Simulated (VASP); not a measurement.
Here is a VASP 6.6.1 calculation.

Contents of INCAR:

```
  PREC = Accurate
  ENCUT = 500
  EDIFF = 1E-6
  ISMEAR = 0
  SIGMA = 0.01
  LREAL = F
  LASPH = T
  NELM = 120
  ALGO = Normal
  ISIF = 2
  LWAVE = F
  LCHARG = F
  GGA = PE
  NBANDS = 16
  GGA_COMPAT = F
```

Contents of KPOINTS:

```
Automatic mesh
0
Gamma
  4 4 4
```

The input POSCAR:

```
CdS
1.0
    0.0000000000      2.9670733100      2.9670733100
    2.9670733100      0.0000000000      2.9670733100
    2.9670733100      2.9670733100      0.0000000000
Cd S
1 1
Direct
    0.0000000000      0.0000000000      0.0000000000
    0.2500000000      0.2500000000      0.2500000000
```

Potentials or basis: VASP PAW PBE potentials, release 64 (Cd, S).

Launch:

```sh
$ cat potpaw_PBE.64/Cd/POTCAR potpaw_PBE.64/S/POTCAR > POTCAR
$ mpirun -np 1 vasp_std > vasp.out
```

Question: What does it give for the pressure?

Answer: 0.2 GPa.

Question: What does it give for the band gap on the k mesh?

Answer: 1.02 eV, direct.

Caveat: the k points lie up to 0.46 Å⁻¹ apart. A hybrid or GW would open this gap; PBE tends to underestimate it.
